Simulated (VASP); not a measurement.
Here is a VASP 6.6.1 calculation.

Contents of INCAR:

```
PREC = Accurate
ENCUT = 520
EDIFF = 1E-6
ISMEAR = 0
SIGMA = 0.01
LREAL = False
LASPH = True
NELM = 80
ALGO = Normal
ISIF = 2
LWAVE = False
LCHARG = False
NBANDS = 11
```

File KPOINTS:

```
regular mesh
0
Gamma
  8 8 8
```

Contents of POSCAR:

```
BN
1.0
    0.0000000000      1.8371364149      1.8371364149
    1.8371364149      0.0000000000      1.8371364149
    1.8371364149      1.8371364149      0.0000000000
B N
1 1
Direct
    0.0000000000      0.0000000000      0.0000000000
    0.2500000000      0.2500000000      0.2500000000
```

Potentials or basis: VASP PAW LDA potentials, release 64 (B, N).

Launch:

```sh
$ cat potpaw_LDA.64/B/POTCAR potpaw_LDA.64/N/POTCAR > POTCAR
$ mpirun -np 1 vasp_std > vasp.out
```

Q: What does it give for the pressure?

A: -26.3 GPa.

Q: Estimate the band gap on the k mesh.

A: 4.28 eV, indirect (least direct gap 8.45 eV).

A k mesh can miss the band edges. LDA gaps usually lie below the measured ones, often by a third to a half.
